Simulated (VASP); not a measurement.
# TiB2 in VASP: further runs, part 2 of 2

VASP 6.6.1. The steps go on from the part before.

## Step 3: Single point, LDA

This run uses another cell than the first one, of 8.55 Å³/atom.

INCAR

```
SYSTEM = TiB2
ALGO     = Normal         ! electronic algorithm
EDIFF    = 1E-6           ! SCF threshold, eV
ENCUT    = 520            ! plane-wave cutoff, eV
ISIF     = 2              ! what is computed and relaxed
ISMEAR   = 0              ! smearing method
LASPH    = .True.         ! aspherical terms in the spheres
LCHARG   = .False.        ! write CHGCAR
LREAL    = .False.        ! projectors in reciprocal space
LWAVE    = .False.        ! write WAVECAR
NBANDS   = 16             ! bands
NELM     = 60             ! most SCF steps
PREC     = Accurate       ! precision mode
SIGMA    = 0.02           ! smearing width, eV
```

KPOINTS

```
k-points
0
Gamma
  15 15 12
  0 0 0
```

POSCAR

```
TiB2
1.0
    3.0292000000      0.0000000000      0.0000000000
   -1.5146000000      2.6233641531      0.0000000000
    0.0000000000      0.0000000000      3.2284000000
Ti B
1 2
Direct
    0.0000000000      0.0000000000      0.0000000000
    0.6666666667      0.3333333333      0.5000000000
    0.3333333333      0.6666666667      0.5000000000
```

Potentials or basis: VASP PAW LDA potentials, release 64 (Ti_sv, B).

Started as:

```
$ cat potpaw_LDA.64/Ti_sv/POTCAR potpaw_LDA.64/B/POTCAR > POTCAR
$ mpirun -np 1 vasp_std > vasp.out
```

OUTCAR:

```text
SYSTEM = TiB2
   EDIFF = 1E-6
   ENCUT = 520
   ISIF = 2
   ISMEAR = 0
   LASPH = .True.
   LREAL = .False.
   NELM = 60
   PREC = Accurate

 ion  position               nearest neighbor table
   1  0.000  0.000  0.000-   2 2.38   3 2.38   2 2.38   3 2.38   3 2.38   3 2.38   2 2.38   2 2.38
                             2 2.38   2 2.38   3 2.38   3 2.38
   2  0.667  0.333  0.500-   3 1.75   3 1.75   3 1.75   1 2.38   1 2.38   1 2.38   1 2.38   1 2.38
                             1 2.38
   3  0.333  0.667  0.500-   2 1.75   2 1.75   2 1.75   1 2.38   1 2.38   1 2.38   1 2.38   1 2.38
                             1 2.38

  LATTYP: Found a hexagonal cell.
 ALAT       =     3.0292000000
 C/A-ratio  =     1.0657599366

  Lattice vectors:

 A1 = (   3.0292000000,   0.0000000000,   0.0000000000)
 A2 = (  -1.5146000000,   2.6233641531,   0.0000000000)
 A3 = (   0.0000000000,   0.0000000000,   3.2284000000)

Analysis of symmetry for initial positions (statically):
=====================================================================
 Subroutine PRICEL returns:
 Original cell was already a primitive cell.

 Routine SETGRP: Setting up the symmetry group for a
 hexagonal supercell.

 Subroutine GETGRP returns: Found 24 space group operations
 (whereof 24 operations were pure point group operations)
[... 173 lines left out ...]

 k-point     1 :       0.0000    0.0000    0.0000
  band No.  band energies     occupation
      1     -46.3226      2.00000
      2     -23.0665      2.00000
      3     -22.7401      2.00000
      4     -22.7401      2.00000
      5      -3.3748      2.00000
      6       7.3325      2.00000
[... 433 lines left out ...]
      3     -22.9892      2.00000
      4     -22.9289      2.00000
      5       1.2102      2.00000
      6       1.2515      2.00000
[... 8 lines left out ...]
     15      18.7622      0.00000
     16      19.9216      0.00000

 [... further k-points ...]

------------------------ aborting loop because EDIFF is reached ----------------------------------------

  FORCE on cell =-STRESS in cart. coord.  units (eV):
  Direction    XX          YY          ZZ          XY          YZ          ZX
  --------------------------------------------------------------------------------------
  -------------------------------------------------------------------------------------
  Total       -1.6543025     -1.6543025     -1.8644820      0.0000000     -0.0000000      0.0000000
  in kB     -103.3122095   -103.3122095   -116.4380478      0.0000000     -0.0000000      0.0000000
  external PRESSURE =    -107.6874890 kB  Pullay stress =       0.0000000 kB

 VOLUME and BASIS-vectors are now :
 -----------------------------------------------------------------------------
  energy-cutoff  :      520.00
  volume of cell :       25.66
      direct lattice vectors                 reciprocal lattice vectors
     3.029200000  0.000000000  0.000000000     0.330120164  0.190594965  0.000000000
    -1.514600000  2.623364153  0.000000000     0.000000000  0.381189931  0.000000000
     0.000000000  0.000000000  3.228400000     0.000000000  0.000000000  0.309750960

 POSITION                                       TOTAL-FORCE (eV/Angst)
 -----------------------------------------------------------------------------------
      0.00000      0.00000      0.00000        -0.000000      0.000000      0.000000
      1.51460      0.87445      1.61420         0.000000     -0.000000     -0.000000
     -0.00000      1.74891      1.61420         0.000000      0.000000      0.000000
 -----------------------------------------------------------------------------------
    total drift:                               -0.000000      0.000000      0.000000

  FREE ENERGIE OF THE ION-ELECTRON SYSTEM (eV)
  ---------------------------------------------------
  free  energy   TOTEN  =       -26.8830297750 eV

  energy  without entropy=      -26.8829803246  energy(sigma->0) =      -26.88300505
```

OSZICAR:

```text
N       E                     dE             d eps       ncg     rms          rms(c)
DAV:   1     0.120899726849E+03    0.12090E+03   -0.90617E+03  6056   0.128E+03
DAV:   2    -0.249109165516E+02   -0.14581E+03   -0.14058E+03  6528   0.342E+02
DAV:   3    -0.320003071441E+02   -0.70894E+01   -0.70264E+01  8840   0.731E+01
DAV:   4    -0.321570604080E+02   -0.15675E+00   -0.15669E+00  7136   0.976E+00
DAV:   5    -0.321618798569E+02   -0.48194E-02   -0.48192E-02  9016   0.141E+00    0.163E+01
DAV:   6    -0.269273625910E+02    0.52345E+01   -0.21528E+01  8768   0.489E+01    0.364E+00
DAV:   7    -0.268903963736E+02    0.36966E-01   -0.12147E+00  6544   0.129E+01    0.325E+00
DAV:   8    -0.268851355209E+02    0.52609E-02   -0.85541E-02 10056   0.246E+00    0.894E-01
DAV:   9    -0.268837143185E+02    0.14212E-02   -0.39117E-02  7616   0.259E+00    0.300E-01
DAV:  10    -0.268830204305E+02    0.69389E-03   -0.37611E-03  8344   0.719E-01    0.546E-02
DAV:  11    -0.268830446210E+02   -0.24191E-04   -0.40284E-04  8824   0.201E-01    0.620E-02
DAV:  12    -0.268830308425E+02    0.13779E-04   -0.90837E-05  7768   0.118E-01    0.660E-03
DAV:  13    -0.268830296959E+02    0.11466E-05   -0.45121E-06  7512   0.243E-02    0.253E-03
DAV:  14    -0.268830297750E+02   -0.79108E-07   -0.21450E-07  3616   0.471E-03
   1 F= -.26883030E+02 E0= -.26883005E+02  d E =-.494503E-04
```

stdout:

```text
POSCAR found type information on POSCAR TiB
 POSCAR found :  2 types and       3 ions
 scaLAPACK will be used
 LDA part: xc-table for (Slater(with rela. corr.)+CA(PZ))
 , standard interpolation
 POSCAR, INCAR and KPOINTS ok, starting setup
 FFT: planning ... GRIDC
 FFT: planning ... GRID_SOFT
 FFT: planning ... GRID
 WAVECAR not read
 entering main loop
```

It took 84 s on 1 thread of Intel Xeon 8259CL, shared host; peak memory 0.19 GiB.

Results:

```
Free energy            : -26.8830 eV
Pressure               : -10.8 GPa
Band gap on the k mesh : zero (bands 9 and 10 overlap by 0.55 eV)
```

Stress tensor (GPa, compression positive):
```
-10.33   0.00   0.00
  0.00 -10.33   0.00
  0.00   0.00 -11.64
```

Caveat: the cell stands under tension.

## Step 4: Single point, LDA

This run uses another cell than the first one, of 8.55 Å³/atom.

INCAR

```
SYSTEM = TiB2
PREC     = Accurate       ! precision mode
ENCUT    = 520            ! plane-wave cutoff, eV
EDIFF    = 1E-7           ! SCF threshold, eV
ISMEAR   = 0              ! smearing method
SIGMA    = 0.02           ! smearing width, eV
LREAL    = .FALSE.        ! projectors in reciprocal space
LASPH    = .TRUE.         ! aspherical terms in the spheres
NELM     = 80             ! most SCF steps
ALGO     = Normal         ! electronic algorithm
ISIF     = 2              ! what is computed and relaxed
LWAVE    = .FALSE.        ! write WAVECAR
LCHARG   = .TRUE.         ! write CHGCAR
LELF     = .TRUE.         ! ELF
LVHAR    = .TRUE.       
NBANDS   = 16             ! bands
```

KPOINTS

```
regular mesh
0
G
  15 15 12
  0 0 0
```

POSCAR, as its differences from that of step 3:

```diff
@@ -8,3 +8,3 @@
 Direct
-    0.0000000000      0.0000000000      0.0000000000
+    0.0000000000      0.0000000000      0.0309750960
     0.6666666667      0.3333333333      0.5000000000
```

Started as:

```
$ cat potpaw_LDA.64/Ti_sv/POTCAR potpaw_LDA.64/B/POTCAR > POTCAR
$ mpirun -np 1 vasp_std > vasp.out
```

It took 97 s on 1 thread of Intel Xeon 8259CL, shared host; peak memory 0.19 GiB.

The run converged. Its results:

```
Free energy            : -26.8155 eV
Pressure               : -9.5 GPa
Largest force          : 1.359 eV/Å
Band gap on the k mesh : zero (bands 9 and 10 overlap by 0.63 eV)
```

Forces on the atoms (eV/Å):
```
Ti   0.000  0.000 -1.359
B    0.000  0.000  0.679
B    0.000  0.000  0.679
```

Stress tensor (GPa, compression positive):
```
 -9.12   0.00   0.00
  0.00  -9.12   0.00
  0.00   0.00 -10.17
```

Levels at points of the mesh, in eV from the Fermi level:
| k point | band 7 | band 8 | band 9 | band 10 | band 11 | band 12 |
| --- | --- | --- | --- | --- | --- | --- |
| (0.00, 0.00, 0.00) | -2.66 | -2.66 | -1.59 | 1.79 | 1.79 | 3.65 |
| (0.00, 0.00, 0.50) | -0.81 | -0.81 | -0.22 | -0.22 | 0.64 | 0.64 |

Caveat: the cell stands under tension; forces of over 1 eV/Å act on the atoms, so gaps and moduli don't describe the material at rest.

## Step 5: Single point, LDA

This run uses another cell than the first one, of 8.81 Å³/atom.

INCAR

```
ALGO     = Normal         # electronic algorithm
EDIFF    = 1E-6           # SCF threshold, eV
ENCUT    = 520            # plane-wave cutoff, eV
ISIF     = 2              # what is computed and relaxed
ISMEAR   = 0              # smearing method
LASPH    = T              # aspherical terms in the spheres
LCHARG   = F              # write CHGCAR
LREAL    = F              # projectors in reciprocal space
LWAVE    = F              # write WAVECAR
NBANDS   = 16             # bands
NELM     = 80             # most SCF steps
PREC     = Accurate       # precision mode
SIGMA    = 0.02           # smearing width, eV
```

KPOINTS

```
k-points
0
Gamma
  15 15 12
```

POSCAR

```
TiB2
1.0
    3.0591940299      0.0000000000      0.0000000000
   -1.5295970149      2.6493397449      0.0000000000
    0.0000000000      0.0000000000      3.2603664354
Ti B
1 2
Direct
    0.0000000000      0.0000000000      0.0000000000
    0.6666666667      0.3333333333      0.5000000000
    0.3333333333      0.6666666667      0.5000000000
```

Started as:

```
$ cat potpaw_LDA.64/Ti_sv/POTCAR potpaw_LDA.64/B/POTCAR > POTCAR
$ mpirun -np 1 vasp_std > vasp.out
```

Run time: 92 s. Hardware: 1 thread of Intel Xeon 8259CL, shared host; peak memory 0.19 GiB.

The run converged. Its results:

```yaml
Free_energy: -26.8155 eV
Pressure: -17.4 GPa
Band_gap_on_the_k_mesh: zero (bands 9 and 10 overlap by 0.53 eV)
```

Stress tensor (GPa, compression positive):
```
-17.49   0.00   0.00
  0.00 -17.49   0.00
  0.00   0.00 -17.20
```

Levels at points of the mesh, in eV from the Fermi level:
```
           k point  band 6  band 7  band 8  band 9  band 10  band 11  band 12  band 13
(0.00, 0.00, 0.00)   -2.54   -2.54   -2.26   -2.06     1.77     1.77     3.48     3.48
(0.00, 0.00, 0.50)   -7.42   -0.55   -0.55   -0.20    -0.20     0.39     0.39     1.51
```

Caveat: the cell stands under tension.

## Step 6: The runs side by side

| cell | gap on the mesh (eV) | pressure (GPa) |
| --- | --- | --- |
| a = 2.999, b = 2.999, c = 3.196 Å, angles 90.0, 90.0, 120.0°, 3 atoms, atomic positions A | none | -3.0 |
| a = 3.029, b = 3.029, c = 3.228 Å, angles 90.0, 90.0, 120.0°, 3 atoms, atomic positions A | none | -10.8 |
| a = 3.029, b = 3.029, c = 3.228 Å, angles 90.0, 90.0, 120.0°, 3 atoms, atomic positions B | none | -9.5 |
| a = 3.059, b = 3.059, c = 3.260 Å, angles 90.0, 90.0, 120.0°, 3 atoms, atomic positions A | none | -17.4 |

Alike in all rows: task single point; level LDA; potentials or basis VASP PAW LDA potentials, release 64 (Ti_sv, B); no spin polarisation; k mesh 15 × 15 × 12; cutoff (eV) 520; smearing gaussian 0.02 eV.

Caveats: the cell stands under tension; forces of over 1 eV/Å act on the atoms, so gaps and moduli don't describe the material at rest (at least some runs).

Absolute energies hang on the potentials; compare differences alone.
